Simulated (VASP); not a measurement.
HgS:

```
Hg S
1.0
     0.00000    2.92900    2.92900
     2.92900    0.00000    2.92900
     2.92900    2.92900    0.00000
Hg S
1 1
Direct
  0.00000 0.00000 0.00000
  0.75000 0.75000 0.75000
```

| Item | Value |
| --- | --- |
| Program | VASP 6.6.1 |
| Task | relaxation of cell and atoms |
| Functional | PBE |
| Potentials or basis | VASP PAW PBE potentials, release 64 (Hg, S) |
| Cutoff | 500 eV |
| k mesh | 12 × 12 × 12 |
| Occupations | gaussian, width 0.1 eV |
| Spin | no spin polarisation |

At the start: pressure 4.3 GPa; volume 25.13 Å³/atom.

Q: Where does the relaxation end?

A: Over 3 steps the energy falls by 23.7 meV/atom and the volume is 27.01 Å³/atom (+7.5 %); space group F-43m (No. 216, to 0.05 Å).

The path:
```tsv
step	energy change (eV)	largest force (eV/Å)	pressure (GPa)	volume (Å³)
1	0.0000	0.0000	4.34	50.26
2	-0.0425	0.0000	-1.16	55.37
3	-0.0475	0.0000	0.01	54.01
```

Final structure:
```
Hg S
1.0
     0.00000    3.00022    3.00022
     3.00022    0.00000    3.00022
     3.00022    3.00022    0.00000
Hg S
1 1
Direct
  0.00000 0.00000 0.00000
  0.75000 0.75000 0.75000
```
